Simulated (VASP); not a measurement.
# HfB (Fm-3m) in VASP: notebook, part 2 of 2

VASP 6.6.1. The steps go on from the part before.

## 3. Single point, r2SCAN

This run uses another cell than the first one, of 12.57 Å³/atom, 1.020 times its volume.

POSCAR reads:

```
HfB
1.0
    0.0000000000      2.3252984591      2.3252984591
    2.3252984591      0.0000000000      2.3252984591
    2.3252984591      2.3252984591      0.0000000000
Hf B
1 1
Direct
    0.5000000000      0.5000000000      0.5000000000
    0.0000000000      0.0000000000      0.0000000000
```

INCAR.step1 reads:

```
SYSTEM = HfB
  PREC = Accurate
  ENCUT = 520
  ISMEAR = -1
  SIGMA = 0.05
  LREAL = .FALSE.
  LASPH = .TRUE.
  NELM = 60
  NBANDS = 14
  GGA = PE
  ALGO = Normal
  EDIFF = 1E-4
  LWAVE = .TRUE.
  LCHARG = .FALSE.
```

INCAR.step2 reads:

```
SYSTEM = HfB
  PREC = Accurate
  ENCUT = 520
  EDIFF = 1E-6
  ISMEAR = -1
  SIGMA = 0.05
  LREAL = .FALSE.
  LASPH = .TRUE.
  NELM = 60
  ALGO = Normal
  ISIF = 2
  LWAVE = .FALSE.
  LCHARG = .TRUE.
  METAGGA = R2SCAN
  LMIXTAU = .TRUE.
  LELF = .TRUE.
  LVHAR = .TRUE.
  NBANDS = 14
  ISTART = 1
```

KPOINTS reads:

```
Automatic mesh
0
G
  10 10 10
  0 0 0
```

Potentials or basis: VASP PAW PBE potentials, release 64 (Hf_pv, B).

On the command line:

```sh
cat potpaw_PBE.64/Hf_pv/POTCAR potpaw_PBE.64/B/POTCAR > POTCAR
cp INCAR.step1 INCAR
mpirun -np 1 vasp_std > vasp.out
cp INCAR.step2 INCAR
mpirun -np 1 vasp_std > vasp.out
```

OUTCAR:

```text
SYSTEM = HfB
   PREC = Accurate
   ENCUT = 520
   EDIFF = 1E-6
   ISMEAR = -1
   LREAL = .FALSE.
   LASPH = .TRUE.
   NELM = 60
   ISIF = 2
   METAGGA = R2SCAN
   ISTART = 1

 ion  position               nearest neighbor table
   1  0.500  0.500  0.500-   2 2.33   2 2.33   2 2.33   2 2.33   2 2.33   2 2.33
   2  0.000  0.000  0.000-   1 2.33   1 2.33   1 2.33   1 2.33   1 2.33   1 2.33

  LATTYP: Found a face centered cubic cell.
 ALAT       =     4.6505969182

  Lattice vectors:

 A1 = (   0.0000000000,   2.3252984591,   2.3252984591)
 A2 = (   2.3252984591,   0.0000000000,   2.3252984591)
[... 584 lines left out ...]
     10      13.1924      0.00000
     11      13.4489      0.00000
     12      17.7734      0.00000
     13      18.1984      0.00000
     14      19.0345      0.00000

 [... further k-points ...]
[... 5 lines left out ...]
  --------------------------------------------------------------------------------------
  -------------------------------------------------------------------------------------
  Total        3.7936931      3.7936931      3.7936931     -0.0000000      0.0000000      0.0000000
  in kB      241.7167089    241.7167089    241.7167089     -0.0000000      0.0000000      0.0000000
  external PRESSURE =     241.7167089 kB  Pullay stress =       0.0000000 kB

 VOLUME and BASIS-vectors are now :
 -----------------------------------------------------------------------------
  energy-cutoff  :      520.00
  volume of cell :       25.15
      direct lattice vectors                 reciprocal lattice vectors
     0.000000000  2.325298459  2.325298459    -0.215026161  0.215026161  0.215026161
     2.325298459  0.000000000  2.325298459     0.215026161 -0.215026161  0.215026161
     2.325298459  2.325298459  0.000000000     0.215026161  0.215026161 -0.215026161

 POSITION                                       TOTAL-FORCE (eV/Angst)
 -----------------------------------------------------------------------------------
      2.32530      2.32530      2.32530         0.000000     -0.000000     -0.000000
      0.00000      0.00000      0.00000        -0.000000      0.000000      0.000000
 -----------------------------------------------------------------------------------
    total drift:                               -0.000000     -0.000000      0.000000

  FREE ENERGIE OF THE ION-ELECTRON SYSTEM (eV)
  ---------------------------------------------------
  free  energy   TOTEN  =       -53.2360422998 eV

  energy  without entropy=      -53.2235723714  energy(sigma->0) =      -53.22980734
```

OUTCAR.step1:

```text
SYSTEM = HfB
   PREC = Accurate
   ENCUT = 520
   ISMEAR = -1
   LREAL = .FALSE.
   LASPH = .TRUE.
[... 628 lines left out ...]
      2.32530      2.32530      2.32530         0.000000     -0.000000      0.000000
      0.00000      0.00000      0.00000         0.000000      0.000000     -0.000000
 -----------------------------------------------------------------------------------
    total drift:                                0.000000     -0.000000      0.000000

  FREE ENERGIE OF THE ION-ELECTRON SYSTEM (eV)
  ---------------------------------------------------
  free  energy   TOTEN  =       -17.2349664797 eV

  energy  without entropy=      -17.2228806279  energy(sigma->0) =      -17.22892355
```

Run time: 22 s. Hardware: 1 thread of Intel Xeon 6975P-C (Granite Rapids), shared host; peak memory 0.15 GiB.

What came out:

```
Free energy : -53.2360 eV
Pressure    : 24.2 GPa
```

Levels at points of the mesh, in eV from the Fermi level:
```csv
k point,band 3,band 4,band 5,band 6,band 7,band 8,band 9,band 10,band 11,band 12
"(0.00, 0.00, 0.00)",-29.48,-10.10,2.47,2.47,2.47,4.13,4.13,4.13,4.34,4.34
"(0.50, 0.00, 0.00)",-29.55,-5.14,-4.62,-1.39,-1.39,6.84,6.84,7.96,8.72,14.15
"(0.50, 0.50, 0.00)",-29.72,-7.18,-1.17,-0.97,2.39,2.39,6.34,8.21,8.21,9.86
```

Caveat: the PAW data sets were made with another functional, which shifts forces and pressure a little; spin-orbit coupling is left out, which moves the levels of the heavy elements.

## 4. Single point, PBEsol

INCAR reads:

```
SYSTEM = HfB
PREC = Accurate ; ENCUT = 520
EDIFF = 1E-7 ; ISMEAR = 1
SIGMA = 0.025 ; LREAL = .False.
LASPH = .True. ; NELM = 100
ALGO = Normal ; ISIF = 2
LWAVE = .False. ; LCHARG = .False.
GGA = PS ; NBANDS = 14
```

KPOINTS reads:

```
Automatic mesh
0
Gamma
  10 10 10
  0 0 0
```

POSCAR reads:

```
HfB
1.0
    0.0000000000      2.3100000000      2.3100000000
    2.3100000000      0.0000000000      2.3100000000
    2.3100000000      2.3100000000      0.0000000000
Hf B
1 1
Direct
    0.5000000000      0.5000000000      0.5000000000
    0.0000000000      0.0000000000      0.0000000000
```

On the command line:

```sh
cat potpaw_PBE.64/Hf_pv/POTCAR potpaw_PBE.64/B/POTCAR > POTCAR
mpirun -np 1 vasp_std > vasp.out
```

Run time: 4.7 s. Hardware: 1 thread of Intel Xeon 6975P-C (Granite Rapids), shared host; peak memory 0.15 GiB.

Results (log left out):

* Free energy: -18.2003 eV
* Pressure: 24.1 GPa

Levels at points of the mesh, in eV from the Fermi level:
```csv
k point,band 4,band 5,band 6,band 7,band 8,band 9,band 10,band 11
"(0.00, 0.00, 0.00)",-9.55,2.18,2.18,2.18,4.00,4.00,4.00,4.22
"(0.50, 0.00, 0.00)",-5.03,-3.99,-1.36,-1.36,6.53,6.53,7.58,8.48
"(0.50, 0.50, 0.00)",-6.69,-1.13,-0.88,2.41,2.41,6.26,7.91,7.91
```

Caveat: the PAW data sets were made with another functional, which shifts forces and pressure a little; spin-orbit coupling is left out, which moves the levels of the heavy elements.

## 5. The runs side by side

```tsv
level	cell	smearing	gap on the mesh (eV)	pressure (GPa)
r2SCAN	a = 3.267 Å, angles 60.0°, 2 atoms	fermi-dirac 0.05 eV	none	29.6
r2SCAN	a = 3.288 Å, angles 60.0°, 2 atoms	fermi-dirac 0.05 eV	none	24.2
PBEsol	a = 3.267 Å, angles 60.0°, 2 atoms	methfessel-paxton 0.025 eV	none	24.1
```

Alike in all rows: task single point; potentials or basis VASP PAW PBE potentials, release 64 (Hf_pv, B); no spin polarisation; k mesh 10 × 10 × 10; cutoff (eV) 520.

Caveats: the PAW data sets were made with another functional, which shifts forces and pressure a little; spin-orbit coupling is left out, which moves the levels of the heavy elements.

Total energies depend on the potentials used, so only differences within one code and one set of settings carry meaning.
